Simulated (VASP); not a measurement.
# Hf4F in VASP: a series of runs

The runs below take Hf4F through single point, with PBE.

All numbers are computed with VASP 6.6.1; they aren't measurements. Logs are shortened: lines on timing, memory, paths and dates and some standing lists are left out, and cuts for length are marked.

## 1. The cell of the first run

The cell holds a slab with vacuum, 5 atoms: a = 3.205 Å, b = 3.205 Å, c = 24.528 Å, α = 90.00°, β = 90.00°, γ = 120.00°.

## 2. Single point, PBE

The input, INCAR:

```
PREC = Accurate
ENCUT = 520
EDIFF = 1E-7
ISMEAR = 0
SIGMA = 0.1
LREAL = False
LASPH = True
NELM = 80
ALGO = Normal
ISIF = 2
LWAVE = False
LCHARG = False
LDIPOL = True
IDIPOL = 3
DIPOL = 0.5 0.5 0.362
GGA = PE
NBANDS = 32
```

The input, KPOINTS:

```
regular mesh
0
Gamma
  9 9 1
```

The input, POSCAR:

```
Hf4F
1.0
    3.2048170381      0.0000000000      0.0000000000
   -1.6024085190      2.7754529695      0.0000000000
    0.0000000000      0.0000000000     24.5281466259
Hf F
4 1
Direct
    0.6666666667      0.3333333333      0.1630779553
    0.3333333333      0.6666666667      0.2663815885
    0.6666666667      0.3333333333      0.3732987945
    0.3333333333      0.6666666667      0.4699966451
    0.3333333333      0.6666666667      0.5397124711
```

Potentials or basis: VASP PAW PBE potentials, release 64 (Hf_pv, F).

Run with:

```bash
cat potpaw_PBE.64/Hf_pv/POTCAR potpaw_PBE.64/F/POTCAR > POTCAR
mpirun -np 1 vasp_std > vasp.out
```

OUTCAR:

```text
PREC = Accurate
   ENCUT = 520
   EDIFF = 1E-7
   ISMEAR = 0
   LREAL = False
   LASPH = True
   NELM = 80
   ISIF = 2
   GGA = PE

 ion  position               nearest neighbor table
   1  0.667  0.333  0.163-   2 3.14   2 3.14   2 3.14
   2  0.333  0.667  0.266-   1 3.14   1 3.14   1 3.14   3 3.21   3 3.21   3 3.21
   3  0.667  0.333  0.373-   4 3.01   4 3.01   4 3.01   2 3.21   2 3.21   2 3.21
   4  0.333  0.667  0.470-   5 1.71   3 3.01   3 3.01   3 3.01
   5  0.333  0.667  0.540-   4 1.71

  LATTYP: Found a hexagonal cell.
 ALAT       =     3.2048170381
 C/A-ratio  =     7.6535247829

  Lattice vectors:

 A1 = (   3.2048170381,   0.0000000000,   0.0000000000)
 A2 = (  -1.6024085190,   2.7754529695,   0.0000000000)
 A3 = (   0.0000000000,   0.0000000000,  24.5281466259)

Analysis of symmetry for initial positions (statically):
=====================================================================
 Subroutine PRICEL returns:
 Original cell was already a primitive cell.

 Routine SETGRP: Setting up the symmetry group for a
 hexagonal supercell.

 Subroutine GETGRP returns: Found  6 space group operations
 (whereof  6 operations were pure point group operations)
 out of a pool of 24 trial point group operations.

The static configuration has the point symmetry C_3v.

Analysis of symmetry for dynamics (positions and initial velocities):
=====================================================================
 Subroutine PRICEL returns:
 Original cell was already a primitive cell.

 Routine SETGRP: Setting up the symmetry group for a
 hexagonal supercell.

 Subroutine GETGRP returns: Found  6 space group operations
 (whereof  6 operations were pure point group operations)
 out of a pool of 24 trial point group operations.

The dynamic configuration has the point symmetry C_3v.

 Subroutine INISYM returns: Found  6 space group operations
 (whereof  6 operations are pure point group operations),
 and found     1 'primitive' translations

----------------------------------------------------------------------------------------

                                     Primitive cell

  volume of cell :     218.1734

  direct lattice vectors                    reciprocal lattice vectors
     3.204817038  0.000000000  0.000000000     0.312030293  0.180150774  0.000000000
    -1.602408519  2.775452969  0.000000000     0.000000000  0.360301548  0.000000000
     0.000000000  0.000000000 24.528146626     0.000000000  0.000000000  0.040769489

  length of vectors
     3.204817038  3.204817038 24.528146626     0.360301548  0.360301548  0.040769489

  position of ions in fractional coordinates (direct lattice)
     0.666666667  0.333333333  0.163077955
     0.333333333  0.666666667  0.266381589
     0.666666667  0.333333333  0.373298795
     0.333333333  0.666666667  0.469996645
     0.333333333  0.666666667  0.539712471

  ion indices of the primitive-cell ions
   primitive index   ion index
                 1           1
                 2           2
                 3           3
                 4           4
                 5           5

----------------------------------------------------------------------------------------

 KPOINTS: regular mesh

Automatic generation of k-mesh.
 Grid dimensions read from file:
 generate k-points for:    9    9    1

 Generating k-lattice:

  Cartesian coordinates                     Fractional coordinates (reciprocal lattice)
     0.034670033  0.020016753  0.000000000     0.111111111 -0.000000000  0.000000000
     0.000000000  0.040033505  0.000000000     0.000000000  0.111111111  0.000000000
     0.000000000  0.000000000  0.040769489     0.000000000  0.000000000  1.000000000

  Length of vectors
     0.040033505  0.040033505  0.040769489

  Shift w.r.t. Gamma in fractional coordinates (k-lattice)
     0.000000000  0.000000000  0.000000000

 Subroutine IBZKPT returns following result:
 ===========================================

 Found     12 irreducible k-points:

 Following reciprocal coordinates:
            Coordinates               Weight
  0.000000  0.000000  0.000000      1.000000
  0.111111 -0.000000  0.000000      6.000000
  0.222222 -0.000000  0.000000      6.000000
  0.333333 -0.000000  0.000000      6.000000
  0.444444 -0.000000  0.000000      6.000000
  0.111111  0.111111  0.000000      6.000000
  0.222222  0.111111  0.000000     12.000000
  0.333333  0.111111  0.000000     12.000000
  0.444444  0.111111  0.000000      6.000000
  0.222222  0.222222  0.000000      6.000000
  0.333333  0.222222  0.000000     12.000000
  0.333333  0.333333  0.000000      2.000000
   k-points           NKPTS =     12   k-points in BZ     NKDIM =     12   number of bands    NBANDS=     32
   number of dos      NEDOS =    301   number of ions     NIONS =      5
   total plane-waves  NPLWV = 110592
   dimension x,y,z NGX =    24 NGY =   24 NGZ =  192
   dimension x,y,z NGXF=    48 NGYF=   48 NGZF=  384
   ions per type =               4   1
   NGX,Y,Z   is equivalent  to a cutoff of  12.45, 12.45, 13.01 a.u.
   NGXF,Y,Z  is equivalent  to a cutoff of  24.90, 24.90, 26.03 a.u.
 SYSTEM =  unknown system
   PREC   = accura    normal or accurate (medium, high low for compatibility)
   ISTART =      0    job   : 0-new  1-cont  2-samecut
   ICHARG =      2    charge: 1-file 2-atom 10-const
   ISPIN  =      1    spin polarized calculation?
   LNONCOLLINEAR =      F non collinear calculations
   LSORBIT =      F    spin-orbit coupling
   LASPH  =      T    aspherical Exc in radial PAW
   ENCUT  =  520.0 eV  38.22 Ry    6.18 a.u.   5.96  5.96 45.61*2*pi/ulx,y,z
   NELM   =     80;   NELMIN=  2; NELMDL= -5     # of ELM steps
   EDIFF  = 0.1E-06   stopping-criterion for ELM
   LREAL  =      F    real-space projection
   EDIFFG = 0.1E-05   stopping-criterion for IOM
   NSW    =      0    number of steps for IOM
   IBRION =     -1    ionic relax: 0-MD 1-quasi-New 2-CG
   NFREE  =      0    steps in history (QN), initial steepest desc. (CG)
   ISIF   =      2    stress and relaxation
   ISYM   =      2    0-nonsym 1-usesym 2-fastsym
   POTIM  = 0.5000    time-step for ionic-motion
   TEBEG  =    0.0;   TEEND  =   0.0 temperature during run
   PSTRESS=    0.0 pullay stress
   NELECT =      47.0000    total number of electrons
   NUPDOWN=      -1.0000    fix difference up-down
   EMIN   =  10.00;   EMAX   =-10.00  energy-range for DOS
   EFERMI =   0.00;   METHOD = LEGACY
   ISMEAR =     0;   SIGMA  =   0.10  broadening in eV -4-tet -1-fermi 0-gaus
   EFERMI_NEDOS =   21; number of points for ismear=-14 and -15
   IALGO  =     38    algorithm
   IMIX   =      4    mixing-type and parameters
     AMIX     =   0.40;   BMIX     =  1.00
     AMIX_MAG =   1.60;   BMIX_MAG =  1.00
  volume/ion in A,a.u.               =      43.63       294.46
  Fermi-wavevector in a.u.,A,eV,Ry     =   0.981387  1.854552 13.104041  0.963120
  Thomas-Fermi vector in A             =   2.112389
   LORBIT       =      0    0 simple, 1 ext, 2 COOP (PROOUT), +10 PAW based schemes
   GGA     = PE    functional components
   LHFCALC =     F    Hartree Fock is set to
   AEXX    =    0.0000 exact exchange contribution
   IVDW    =     0    specifies the selected vdW correction
   LEPSILON=     F    determine dielectric tensor
   LRPA    =     F    only Hartree local field effects (RPA)
 non-spin polarized calculation
 Gauss-broadening in eV      SIGMA  =   0.10
  energy-cutoff  :      520.00
  volume of cell :      218.17
 maximum number of plane-waves:      5922
 NGX is ok and might be reduce to    24
   NGX = 11   NGY = 11   NGZ = 91

 dipolmoment           0.000000      0.000000     -0.002492 electrons x Angstroem

 number of electron      47.0000011 magnetization

 dipolmoment           0.000000      0.000000      0.034020 electrons x Angstroem

 Free energy of the ion-electron system (eV)
  ---------------------------------------------------
  ext. energy  EPLUGINS =         0.00000000
  ---------------------------------------------------
  free energy    TOTEN  =       -43.34027314 eV

  energy without entropy =      -43.30582229  energy(sigma->0) =      -43.32304771

 E-fermi :  -0.3777     XC(G=0):  -5.7015

 val. band max:       -0.3825917749   @ k =   0.2222  -0.0000   0.0000
 cond. band min:      -0.3146042742   @ k =   0.2222   0.2222   0.0000
 fundamental gap:      0.0679875007
 Fermi energy:        -0.3777136600

 k-point     1 :       0.0000    0.0000    0.0000
  band No.  band energies     occupation
      1     -33.0479      2.00000
      2     -31.4902      2.00000
      3     -31.0934      2.00000
      4     -31.0046      2.00000
      5     -31.0046      2.00000
      6     -30.9922      2.00000
[... 24 lines left out ...]
     31       1.3462      0.00000
     32       1.3462      0.00000

 k-point     2 :       0.1111   -0.0000    0.0000
  band No.  band energies     occupation
      1     -33.0365      2.00000
      2     -31.4753      2.00000
      3     -31.1375      2.00000
      4     -31.0660      2.00000
      5     -31.0214      2.00000
      6     -31.0176      2.00000
[... 24 lines left out ...]
     31       1.2692      0.00000
     32       1.6309      0.00000
[... 313 lines left out ...]
     31       2.7744      0.00000
     32       3.2278      0.00000

 k-point    12 :       0.3333    0.3333    0.0000
  band No.  band energies     occupation
      1     -32.9390      2.00000
      2     -31.4568      2.00000
      3     -31.4110      2.00000
      4     -31.3926      2.00000
      5     -31.3729      2.00000
      6     -31.3584      2.00000
[... 24 lines left out ...]
     31       2.8512      0.00000
     32       3.3554      0.00000

------------------------ aborting loop because EDIFF is reached ----------------------------------------

 vacuum level on the upper side and lower side of the slab       (xc-potential included)         0.157        -0.539

  FORCE on cell =-STRESS in cart. coord.  units (eV):
  Direction    XX          YY          ZZ          XY          YZ          ZX
  --------------------------------------------------------------------------------------
  -------------------------------------------------------------------------------------
  Total        0.4092997      0.4092997     14.1561356      0.0000000      0.0000000     -0.0000000
  in kB        3.0057311      3.0057311    103.9569308      0.0000000      0.0000000     -0.0000000
  external PRESSURE =      36.6561310 kB  Pullay stress =       0.0000000 kB

 VOLUME and BASIS-vectors are now :
 -----------------------------------------------------------------------------
  energy-cutoff  :      520.00
  volume of cell :      218.17
      direct lattice vectors                 reciprocal lattice vectors
     3.204817038  0.000000000  0.000000000     0.312030293  0.180150774  0.000000000
    -1.602408519  2.775452969  0.000000000     0.000000000  0.360301548  0.000000000
     0.000000000  0.000000000 24.528146626     0.000000000  0.000000000  0.040769489

 POSITION                                       TOTAL-FORCE (eV/Angst)
 -----------------------------------------------------------------------------------
      1.60241      0.92515      4.00000        -0.000000     -0.000000      0.744162
     -0.00000      1.85030      6.53385        -0.000000     -0.000000     -0.656858
      1.60241      0.92515      9.15633         0.000000      0.000000     -1.146331
     -0.00000      1.85030     11.52815        -0.000000      0.000000     -7.021745
     -0.00000      1.85030     13.23815         0.000000      0.000000      8.080772
 -----------------------------------------------------------------------------------
    total drift:                                0.000000     -0.000000     -0.001234

  FREE ENERGIE OF THE ION-ELECTRON SYSTEM (eV)
  ---------------------------------------------------
  free  energy   TOTEN  =       -43.3402731364 eV

  energy  without entropy=      -43.3058222887  energy(sigma->0) =      -43.32304771

 vacuum level on the upper side and lower side of the slab         4.539         3.828
```

Wall time 11 min (1 thread of AMD EPYC 7R13, shared host); peak memory 0.32 GiB.

What came out:

```yaml
Free_energy: -43.3403 eV
Largest_force: 8.081 eV/Å
Band_gap_on_the_k_mesh: zero (an odd number of electrons rules out a gap without spin polarisation)
```

Forces in eV/Å, atoms in the order of the input:
```
Hf   0.000  0.000  0.744
Hf   0.000  0.000 -0.657
Hf   0.000  0.000 -1.146
Hf   0.000  0.000 -7.022
F    0.000  0.000  8.081
```

Levels at points of the mesh, in eV from the Fermi level:
| k point | band 20 | band 21 | band 22 | band 23 | band 24 | band 25 | band 26 | band 27 | band 28 | band 29 |
| --- | --- | --- | --- | --- | --- | --- | --- | --- | --- | --- |
| (0.00, 0.00, 0.00) | -3.84 | -0.09 | 0.29 | 0.76 | 0.82 | 0.82 | 1.15 | 1.15 | 1.27 | 1.27 |

Caveat: spin-orbit coupling is left out, which moves the levels of the heavy elements; an odd number of electrons without spin polarisation forces a metal; a magnetic or distorted state may lie lower.

## 3. Single point, PBE

The input, INCAR:

```
SYSTEM = Hf4F
PREC = Accurate ; ENCUT = 520
EDIFF = 1E-6 ; ISMEAR = 0
SIGMA = 0.1 ; LREAL = .FALSE.
LASPH = .TRUE. ; NELM = 80
ALGO = Normal ; ISIF = 2
LWAVE = .FALSE. ; LCHARG = .FALSE.
LDIPOL = .TRUE. ; IDIPOL = 3
DIPOL = 0.5 0.5 0.356 ; GGA = PE
NBANDS = 32
```

The input, KPOINTS:

```
regular mesh
0
G
  9 9 1
  0 0 0
```

POSCAR, as its differences from that of step 2:

```diff
@@ -12,2 +12,2 @@
     0.3333333333      0.6666666667      0.4699966451
-    0.3333333333      0.6666666667      0.5397124711
+    1.0000000000      0.0000000000      0.5087276595
```

Potentials or basis: VASP PAW PBE potentials, release 64 (Hf_pv, F).

Run with:

```bash
cat potpaw_PBE.64/Hf_pv/POTCAR potpaw_PBE.64/F/POTCAR > POTCAR
mpirun -np 1 vasp_std > vasp.out
```

OUTCAR:

```text
SYSTEM = Hf4F
   PREC = Accurate
   ENCUT = 520
   EDIFF = 1E-6
   ISMEAR = 0
   LREAL = .FALSE.
   LASPH = .TRUE.
   NELM = 80
   ISIF = 2
   GGA = PE

 ion  position               nearest neighbor table
   1  0.667  0.333  0.163-   2 3.14   2 3.14   2 3.14
   2  0.333  0.667  0.266-   1 3.14   1 3.14   1 3.14   3 3.21   3 3.21   3 3.21
   3  0.667  0.333  0.373-   4 3.01   4 3.01   4 3.01   2 3.21   2 3.21   2 3.21
   4  0.333  0.667  0.470-   5 2.08   5 2.08   5 2.08   3 3.01   3 3.01   3 3.01
   5  0.000  0.000  0.509-   4 2.08   4 2.08   4 2.08

[... 616 lines left out ...]
  -------------------------------------------------------------------------------------
  Total        3.6010189      3.6010189      2.5698999      0.0000000      0.0000000     -0.0000000
  in kB       26.4444254     26.4444254     18.8723047      0.0000000      0.0000000     -0.0000000
  external PRESSURE =      23.9203852 kB  Pullay stress =       0.0000000 kB

 VOLUME and BASIS-vectors are now :
 -----------------------------------------------------------------------------
  energy-cutoff  :      520.00
  volume of cell :      218.17
      direct lattice vectors                 reciprocal lattice vectors
     3.204817038  0.000000000  0.000000000     0.312030293  0.180150774  0.000000000
    -1.602408519  2.775452969  0.000000000     0.000000000  0.360301548  0.000000000
     0.000000000  0.000000000 24.528146626     0.000000000  0.000000000  0.040769489

 POSITION                                       TOTAL-FORCE (eV/Angst)
 -----------------------------------------------------------------------------------
      1.60241      0.92515      4.00000         0.000000      0.000000      0.729959
     -0.00000      1.85030      6.53385        -0.000000      0.000000     -0.808629
      1.60241      0.92515      9.15633         0.000000     -0.000000     -0.206767
     -0.00000      1.85030     11.52815        -0.000000     -0.000000     -3.506379
      0.00000      0.00000     12.47815        -0.000000      0.000000      3.791816
 -----------------------------------------------------------------------------------
    total drift:                                0.000000      0.000000     -0.000307

  FREE ENERGIE OF THE ION-ELECTRON SYSTEM (eV)
  ---------------------------------------------------
  free  energy   TOTEN  =       -44.1430317885 eV

  energy  without entropy=      -44.1105161737  energy(sigma->0) =      -44.12677398

 vacuum level on the upper side and lower side of the slab         2.239         4.824
```

stdout:

```text
POSCAR found type information on POSCAR HfF
 POSCAR found :  2 types and       5 ions
 scaLAPACK will be used
 LDA part: xc-table for (Slater+PW92), standard interpolation
 POSCAR, INCAR and KPOINTS ok, starting setup
 FFT: planning ... GRIDC
 FFT: planning ... GRID_SOFT
 FFT: planning ... GRID
 WAVECAR not read
 entering main loop
```

Wall time 8.4 min (1 thread of AMD EPYC 7R13, shared host); peak memory 0.32 GiB.

What came out:

```
Free energy            : -44.1430 eV
Largest force          : 3.792 eV/Å
Band gap on the k mesh : zero (an odd number of electrons rules out a gap without spin polarisation)
```

Forces on the atoms (eV/Å):
```
Hf   0.000  0.000  0.730
Hf   0.000  0.000 -0.809
Hf   0.000  0.000 -0.207
Hf   0.000  0.000 -3.506
F    0.000  0.000  3.792
```

Caveat: spin-orbit coupling is left out, which moves the levels of the heavy elements; an odd number of electrons without spin polarisation forces a metal; a magnetic or distorted state may lie lower.

(Part 1 of 2 ends here.)
